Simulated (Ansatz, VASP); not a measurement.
ZrTiSi4: VASP beside Ansatz

```
CELL_PARAMETERS angstrom
0.00000 4.25670 4.39539
2.48546 0.00000 4.39539
2.48546 4.25670 0.00000
ATOMIC_POSITIONS crystal
Zr 0.50000 0.50000 0.50000
Ti 0.75000 0.75000 0.75000
Si 0.09343 0.40657 0.09343
Si 0.40657 0.09343 0.40657
Si 0.16030 0.83970 0.16030
Si 0.83970 0.16030 0.83970
```

Alike in both runs: functional PBE; k mesh 10 × 10 × 10; occupations gaussian, width 0.1 eV; no spin polarisation.

Ansatz relaxed the structure, and its values are those at the end. VASP's run is a single point on that final structure, the one shown.

```csv
,VASP,Ansatz
version,VASP 6.6.1,Ansatz 0.2.0
potentials or method,"VASP PAW PBE potentials, release 64 (Zr_sv, Ti_sv, Si), cutoff 520 eV","scalar-relativistic, plane waves, PAW"
valence electrons in the cell,40,40
```

|  | VASP | Ansatz | Ansatz less VASP |
| --- | --- | --- | --- |
| gap on the k mesh at the Fermi level (eV) | none | none | - |
| pressure (GPa) | 0.0 | 0.0 | -0.01 |

A gap of «none» marks a metal or a gap that the smearing closes.
